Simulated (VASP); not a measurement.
# TiO2: relaxation of cell and atoms with r2SCAN

The system is TiO2.

```
Ti O
1.0
     4.64330    0.00000    0.00000
     0.00000    4.64330    0.00000
     0.00000    0.00000    2.96408
Ti O
2 4
Direct
  0.00000 0.00000 0.00000
  0.50000 0.50000 0.50000
  0.30513 0.30513 0.00000
  0.19487 0.80513 0.50000
  0.80513 0.19487 0.50000
  0.69487 0.69487 0.00000
```

```yaml
Program: VASP 6.6.1
Task: relaxation of cell and atoms
Functional: r2SCAN
Potentials_or_basis: VASP PAW PBE potentials, release 64 (Ti_sv, O)
Cutoff: 660 eV
k_mesh: 6 × 6 × 8
Occupations: fermi-dirac, width 0.02 eV
Spin: no spin polarisation
Dipole_correction: no
Further_INCAR_settings: ALGO = Normal; EDIFF = 1e-07; IBRION = 2; EDIFFG = -0.005; NSW = 80; ISIF = 3
```

- Relaxed volume: 10.44 Å³/atom
- Relaxed cell: a = 4.600 Å, b = 4.600 Å, c = 2.960 Å, α = 90.00°, β = 90.00°, γ = 90.00°
- Space group after relaxing (to 0.1 Å): P4_2/mnm (No. 136)
- Energy gained by relaxing: 3.1 meV/atom
- Ionic steps: 5
- Pressure after relaxing: 0.0 GPa
- Largest force after relaxing: 0.004 eV/Å
- Band gap on the k mesh: 2.21 eV

Forces in eV/Å, atoms in the order of the input:
```
Ti   0.000  0.000  0.000
Ti   0.000  0.000  0.000
O    0.003  0.003  0.000
O   -0.003  0.003  0.000
O    0.003 -0.003  0.000
O   -0.003 -0.003  0.000
```

The path:
```tsv
step	energy change (eV)	largest force (eV/Å)	pressure (GPa)	volume (Å³)
1	0.0000	0.0231	-4.37	63.91
2	0.0121	0.2374	6.37	61.26
3	-0.0163	0.0870	0.06	62.75
4	-0.0186	0.0140	0.03	62.64
5	-0.0187	0.0036	0.02	62.62
```

Final structure:
```yaml
crystal:
  lattice:
    - [4.59966, 0.00000, 0.00000]
    - [0.00000, 4.59966, 0.00000]
    - [0.00000, 0.00000, 2.95983]
  atoms:
    - { symbol: Ti, position: [0.00000, 0.00000, 0.00000] }
    - { symbol: Ti, position: [0.50000, 0.50000, 0.50000] }
    - { symbol: O, position: [0.30451, 0.30451, 0.00000] }
    - { symbol: O, position: [0.19549, 0.80451, 0.50000] }
    - { symbol: O, position: [0.80451, 0.19549, 0.50000] }
    - { symbol: O, position: [0.69549, 0.69549, 0.00000] }
```

Levels at points of the mesh, in eV from the valence-band top:
```tsv
k point	band 21	band 22	band 23	band 24	band 25	band 26	band 27	band 28
(0.00, 0.00, 0.00)	-0.77	-0.49	-0.49	0.00	2.21	2.54	2.77	2.86
(0.50, 0.00, 0.00)	-1.71	-1.71	-0.77	-0.77	2.90	2.90	3.39	3.39
(0.50, 0.50, 0.00)	-1.39	-1.39	-1.13	-1.13	2.25	2.25	2.88	2.88
(0.00, 0.00, 0.50)	-2.40	-2.40	-1.48	-1.48	3.32	3.32	3.56	3.56
(0.50, 0.00, 0.50)	-2.07	-2.07	-1.09	-1.09	2.28	2.28	3.58	3.58
(0.50, 0.50, 0.50)	-1.32	-1.32	-0.72	-0.72	2.95	2.95	3.58	3.58
```

It took 57 min on 1 thread of Intel Xeon 8259CL, on a shared host, peak memory 0.3 GiB.

Caveat: the PAW data sets were made with another functional, which shifts forces and pressure a little. A k mesh can miss the band edges.
